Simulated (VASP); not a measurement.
# Bi4O (Im-3m) in VASP: single point with PBE

Aim: the single point of Bi4O with PBE.

All numbers are computed with VASP 6.6.1; they aren't measurements. Logs are shortened: lines on timing, memory, paths and dates and some standing lists are left out, and cuts for length are marked.

### 1 The cell of the first run

Symmetry: Im-3m, No. 229, cubic system. The conventional cell has a = 6.525 Å, b = 6.525 Å, c = 6.525 Å, α = 90.00°, β = 90.00°, γ = 90.00°. Bi (site symmetry -3m) has 2 O at 2.83 Å and 6 Bi at 3.26 Å within 3.7 Å. Within 3.7 Å of O (site symmetry m-3m) lie 8 Bi at 2.83 Å.

### 2 Single point, PBE

Input file POSCAR:

```
Bi4O
1.0
   -3.2624691427      3.2624691427      3.2624691427
    3.2624691427     -3.2624691427      3.2624691427
    3.2624691427      3.2624691427     -3.2624691427
Bi O
4 1
Direct
    0.0000000000      0.0000000000      0.5000000000
    0.0000000000      0.5000000000      0.0000000000
    0.5000000000      0.0000000000      0.0000000000
    0.5000000000      0.5000000000      0.5000000000
    0.0000000000      0.0000000000      0.0000000000
```

Input file INCAR.step1:

```
SYSTEM = Bi4O
PREC     = Accurate       ! precision mode
ENCUT    = 520            ! plane-wave cutoff, eV
EDIFF    = 1E-6           ! SCF threshold, eV
ISMEAR   = 0              ! smearing method
SIGMA    = 0.1            ! smearing width, eV
LREAL    = .False.        ! projectors in reciprocal space
LASPH    = .True.         ! aspherical terms in the spheres
NELM     = 120            ! most SCF steps
ALGO     = Normal         ! electronic algorithm
ISIF     = 2              ! what is computed and relaxed
LWAVE    = .False.        ! write WAVECAR
LCHARG   = .True.         ! write CHGCAR
GGA      = PE             ! functional
NBANDS   = 41             ! bands
GGA_COMPAT= .False.      
NEDOS    = 2001           ! points of the DOS
LORBIT   = 11             ! projections on sites
```

Input file KPOINTS.step1:

```
regular mesh
0
Gamma
  8 8 8
  0 0 0
```

Input file INCAR.step2:

```
SYSTEM = Bi4O
PREC     = Accurate       ! precision mode
ENCUT    = 520            ! plane-wave cutoff, eV
EDIFF    = 1E-6           ! SCF threshold, eV
ISMEAR   = -5             ! smearing method
SIGMA    = 0.1            ! smearing width, eV
LREAL    = .False.        ! projectors in reciprocal space
LASPH    = .True.         ! aspherical terms in the spheres
NELM     = 120            ! most SCF steps
ALGO     = Normal         ! electronic algorithm
ISIF     = 2              ! what is computed and relaxed
LWAVE    = .False.        ! write WAVECAR
LCHARG   = .False.        ! write CHGCAR
GGA      = PE             ! functional
LORBIT   = 11             ! projections on sites
NEDOS    = 1001           ! points of the DOS
ICHARG   = 11             ! starting density
GGA_COMPAT= .False.
```

Input file KPOINTS.step2:

```
regular mesh
0
Gamma
  12 12 12
  0 0 0
```

Potentials or basis: VASP PAW PBE potentials, release 64 (Bi_d, O).

Started as:

```console
cat potpaw_PBE.64/Bi_d/POTCAR potpaw_PBE.64/O/POTCAR > POTCAR
cp INCAR.step1 INCAR
cp KPOINTS.step1 KPOINTS
mpirun -np 1 vasp_std > vasp.out
cp INCAR.step2 INCAR
cp KPOINTS.step2 KPOINTS
mpirun -np 1 vasp_std > vasp.out
```

OUTCAR:

```text
SYSTEM = Bi4O
   PREC = Accurate
   ENCUT = 520
   EDIFF = 1E-6
   ISMEAR = -5
   LREAL = .False.
   LASPH = .True.
   NELM = 120
   ISIF = 2
   GGA = PE
   LORBIT = 11
   ICHARG = 11

 ion  position               nearest neighbor table
   1  0.000  0.000  0.500-   5 2.83   5 2.83   4 3.26   2 3.26   3 3.26   2 3.26   3 3.26   4 3.26

   2  0.000  0.500  0.000-   5 2.83   5 2.83   4 3.26   1 3.26   3 3.26   1 3.26   4 3.26   3 3.26

   3  0.500  0.000  0.000-   5 2.83   5 2.83   4 3.26   1 3.26   4 3.26   2 3.26   1 3.26   2 3.26

   4  0.500  0.500  0.500-   5 2.83   5 2.83   3 3.26   1 3.26   3 3.26   2 3.26   1 3.26   2 3.26

   5  0.000  0.000  0.000-   1 2.83   2 2.83   3 2.83   4 2.83   1 2.83   2 2.83   3 2.83   4 2.83

  LATTYP: Found a body centered cubic cell.
 ALAT       =     6.5249382854

  Lattice vectors:

 A1 = (  -3.2624691427,   3.2624691427,   3.2624691427)
 A2 = (   3.2624691427,  -3.2624691427,   3.2624691427)
 A3 = (   3.2624691427,   3.2624691427,  -3.2624691427)

Analysis of symmetry for initial positions (statically):
=====================================================================
 Subroutine PRICEL returns:
 Original cell was already a primitive cell.

 Routine SETGRP: Setting up the symmetry group for a
 body centered cubic supercell.

 Subroutine GETGRP returns: Found 48 space group operations
 (whereof 48 operations were pure point group operations)
 out of a pool of 48 trial point group operations.

The static configuration has the point symmetry O_h .

Analysis of symmetry for dynamics (positions and initial velocities):
=====================================================================
 Subroutine PRICEL returns:
 Original cell was already a primitive cell.

 Routine SETGRP: Setting up the symmetry group for a
 body centered cubic supercell.

 Subroutine GETGRP returns: Found 48 space group operations
 (whereof 48 operations were pure point group operations)
 out of a pool of 48 trial point group operations.

The dynamic configuration has the point symmetry O_h .

 Subroutine INISYM returns: Found 48 space group operations
 (whereof 48 operations are pure point group operations),
 and found     1 'primitive' translations

----------------------------------------------------------------------------------------

                                     Primitive cell

  volume of cell :     138.8990

  direct lattice vectors                    reciprocal lattice vectors
    -3.262469143  3.262469143  3.262469143     0.000000000  0.153258155  0.153258155
     3.262469143 -3.262469143  3.262469143     0.153258155  0.000000000  0.153258155
     3.262469143  3.262469143 -3.262469143     0.153258155  0.153258155  0.000000000

  length of vectors
     5.650762313  5.650762313  5.650762313     0.216739761  0.216739761  0.216739761

  position of ions in fractional coordinates (direct lattice)
     0.000000000  0.000000000  0.500000000
     0.000000000  0.500000000  0.000000000
     0.500000000  0.000000000  0.000000000
     0.500000000  0.500000000  0.500000000
     0.000000000  0.000000000  0.000000000

  ion indices of the primitive-cell ions
   primitive index   ion index
                 1           1
                 2           2
                 3           3
                 4           4
                 5           5

----------------------------------------------------------------------------------------

 KPOINTS: regular mesh

Automatic generation of k-mesh.
 Grid dimensions read from file:
 generate k-points for:   12   12   12

 Generating k-lattice:

  Cartesian coordinates                     Fractional coordinates (reciprocal lattice)
     0.000000000  0.012771513  0.012771513     0.083333333  0.000000000  0.000000000
     0.012771513  0.000000000  0.012771513     0.000000000  0.083333333  0.000000000
     0.012771513  0.012771513  0.000000000     0.000000000  0.000000000  0.083333333

  Length of vectors
     0.018061647  0.018061647  0.018061647

  Shift w.r.t. Gamma in fractional coordinates (k-lattice)
     0.000000000  0.000000000  0.000000000

 TETIRR: Found   1910 inequivalent tetrahedra from    10368

 Subroutine IBZKPT returns following result:
 ===========================================

 Found     72 irreducible k-points:

 Following reciprocal coordinates:
            Coordinates               Weight
  0.000000  0.000000  0.000000      1.000000
  0.083333  0.000000  0.000000     12.000000
  0.166667  0.000000  0.000000     12.000000
  0.250000  0.000000  0.000000     12.000000
  0.333333  0.000000  0.000000     12.000000
  0.416667  0.000000  0.000000     12.000000
[... 16 lines left out ...]
  0.333333  0.083333  0.083333     24.000000
  0.416667  0.083333  0.083333     12.000000
 [... further k-points ...]
   k-points           NKPTS =     72   k-points in BZ     NKDIM =     72   number of bands    NBANDS=     39
   number of dos      NEDOS =   1001   number of ions     NIONS =      5
   total plane-waves  NPLWV =  74088
   dimension x,y,z NGX =    42 NGY =   42 NGZ =   42
   dimension x,y,z NGXF=    84 NGYF=   84 NGZF=   84
   ions per type =               4   1
   NGX,Y,Z   is equivalent  to a cutoff of  12.36, 12.36, 12.36 a.u.
   NGXF,Y,Z  is equivalent  to a cutoff of  24.71, 24.71, 24.71 a.u.
 SYSTEM =  Bi4O
   PREC   = accura    normal or accurate (medium, high low for compatibility)
   ISTART =      0    job   : 0-new  1-cont  2-samecut
   ICHARG =     11    charge: 1-file 2-atom 10-const
   ISPIN  =      1    spin polarized calculation?
   LNONCOLLINEAR =      F non collinear calculations
   LSORBIT =      F    spin-orbit coupling
   LASPH  =      T    aspherical Exc in radial PAW
   ENCUT  =  520.0 eV  38.22 Ry    6.18 a.u.  10.51 10.51 10.51*2*pi/ulx,y,z
   NELM   =    120;   NELMIN=  2; NELMDL=  0     # of ELM steps
   EDIFF  = 0.1E-05   stopping-criterion for ELM
   LREAL  =      F    real-space projection
   EDIFFG = 0.1E-04   stopping-criterion for IOM
   NSW    =      0    number of steps for IOM
   IBRION =     -1    ionic relax: 0-MD 1-quasi-New 2-CG
   NFREE  =      0    steps in history (QN), initial steepest desc. (CG)
   ISIF   =      2    stress and relaxation
   ISYM   =      2    0-nonsym 1-usesym 2-fastsym
   POTIM  = 0.5000    time-step for ionic-motion
   TEBEG  =    0.0;   TEEND  =   0.0 temperature during run
   PSTRESS=    0.0 pullay stress
   NELECT =      66.0000    total number of electrons
   NUPDOWN=      -1.0000    fix difference up-down
   EMIN   =  10.00;   EMAX   =-10.00  energy-range for DOS
   EFERMI =   0.00;   METHOD = LEGACY
   ISMEAR =    -5;   SIGMA  =   0.10  broadening in eV -4-tet -1-fermi 0-gaus
   EFERMI_NEDOS =   21; number of points for ismear=-14 and -15
   IALGO  =     38    algorithm
   IMIX   =      4    mixing-type and parameters
     AMIX     =   0.40;   BMIX     =  1.00
     AMIX_MAG =   1.60;   BMIX_MAG =  1.00
  volume/ion in A,a.u.               =      27.78       187.47
  Fermi-wavevector in a.u.,A,eV,Ry     =   1.277487  2.414100 22.204332  1.631972
  Thomas-Fermi vector in A             =   2.410084
   LORBIT       =     11    0 simple, 1 ext, 2 COOP (PROOUT), +10 PAW based schemes
   GGA     = PE    functional components
   LHFCALC =     F    Hartree Fock is set to
   AEXX    =    0.0000 exact exchange contribution
   IVDW    =     0    specifies the selected vdW correction
   LEPSILON=     F    determine dielectric tensor
   LRPA    =     F    only Hartree local field effects (RPA)
 non-spin polarized calculation
 Fermi weights with tetrahedron method with Bloechl corrections
  energy-cutoff  :      520.00
  volume of cell :      138.90
 maximum number of plane-waves:      3784

 number of electron      65.9999975 magnetization

 Free energy of the ion-electron system (eV)
  ---------------------------------------------------
  ext. energy  EPLUGINS =         0.00000000
  ---------------------------------------------------
  free energy    TOTEN  =       -20.38941854 eV

  energy without entropy =      -20.38941854  energy(sigma->0) =      -20.38941854

 E-fermi :   6.8290     XC(G=0): -10.0089

 val. band max:        6.9485658585   @ k =   0.5000   0.5000   0.0833
 cond. band min:       6.6188248397   @ k =   0.2500   0.2500   0.2500
 fundamental gap:     -0.3297410187
 Fermi energy:         6.8290261905

 k-point     1 :       0.0000    0.0000    0.0000
  band No.  band energies     occupation
      1     -16.2307      2.00000
      2     -16.2307      2.00000
      3     -16.1546      2.00000
      4     -16.0928      2.00000
      5     -16.0928      2.00000
      6     -16.0928      2.00000
[... 31 lines left out ...]
     38      10.7211      0.00000
     39      10.7211      0.00000

 k-point     2 :       0.0833    0.0000    0.0000
  band No.  band energies     occupation
      1     -16.2282      2.00000
      2     -16.2242      2.00000
      3     -16.1511      2.00000
      4     -16.0949      2.00000
      5     -16.0891      2.00000
      6     -16.0890      2.00000
[... 31 lines left out ...]
     38      10.4758      0.00000
     39      10.7375      0.00000

 k-point     3 :       0.1667    0.0000    0.0000
  band No.  band energies     occupation
      1     -16.2208      2.00000
      2     -16.2050      2.00000
      3     -16.1412      2.00000
      4     -16.1013      2.00000
      5     -16.0788      2.00000
      6     -16.0785      2.00000
[... 832 lines left out ...]
 k-point    23 :       0.3333    0.0833    0.0833
  band No.  band energies     occupation
      1     -16.1595      2.00000
      2     -16.1234      2.00000
      3     -16.0891      2.00000
      4     -16.0816      2.00000
      5     -16.0391      2.00000
      6     -16.0302      2.00000
[... 31 lines left out ...]
     38       9.1521      0.00000
     39      10.3687      0.00000

 k-point    24 :       0.4167    0.0833    0.0833
  band No.  band energies     occupation
      1     -16.1421      2.00000
      2     -16.1403      2.00000
      3     -16.0677      2.00000
      4     -16.0514      2.00000
      5     -16.0478      2.00000
      6     -16.0464      2.00000
[... 31 lines left out ...]
     38       8.6954      0.00000
     39      10.4316      0.00000

 [... further k-points ...]
[... 5 lines left out ...]
  --------------------------------------------------------------------------------------
  -------------------------------------------------------------------------------------
  Total       -0.2236612     -0.2236612     -0.2236612      0.0000000      0.0000000      0.0000000
  in kB       -2.5798945     -2.5798945     -2.5798945      0.0000000      0.0000000      0.0000000
  external PRESSURE =      -2.5798945 kB  Pullay stress =       0.0000000 kB

 VOLUME and BASIS-vectors are now :
 -----------------------------------------------------------------------------
  energy-cutoff  :      520.00
  volume of cell :      138.90
      direct lattice vectors                 reciprocal lattice vectors
    -3.262469143  3.262469143  3.262469143     0.000000000  0.153258155  0.153258155
     3.262469143 -3.262469143  3.262469143     0.153258155  0.000000000  0.153258155
     3.262469143  3.262469143 -3.262469143     0.153258155  0.153258155  0.000000000

 POSITION                                       TOTAL-FORCE (eV/Angst)
 -----------------------------------------------------------------------------------
      1.63123      1.63123     -1.63123         0.000000      0.000000     -0.000000
      1.63123     -1.63123      1.63123         0.000000     -0.000000     -0.000000
     -1.63123      1.63123      1.63123        -0.000000     -0.000000      0.000000
      1.63123      1.63123      1.63123         0.000000      0.000000     -0.000000
      0.00000      0.00000      0.00000         0.000000      0.000000     -0.000000
 -----------------------------------------------------------------------------------
    total drift:                               -0.000000     -0.000000      0.000000

  FREE ENERGIE OF THE ION-ELECTRON SYSTEM (eV)
  ---------------------------------------------------
  free  energy   TOTEN  =       -20.3894185395 eV

  energy  without entropy=      -20.3894185395  energy(sigma->0) =      -20.38941854

 total charge

# of ion       s       p       d       tot
------------------------------------------
    1        1.552   1.251   9.922  12.725
    2        1.552   1.251   9.922  12.725
    3        1.552   1.251   9.922  12.725
    4        1.552   1.251   9.922  12.725
    5        1.611   3.198   0.000   4.809
--------------------------------------------------
tot          7.820   8.200  39.689  55.709
```

Run time: 13 min. Hardware: 1 thread of Oxide Virtual Turin-like, shared host; peak memory 0.41 GiB.

What came out:

* Valence electrons inside the program's atomic spheres: Bi 12.72; O 4.81

Caveat: spin-orbit coupling is left out, which moves the levels of the heavy elements.
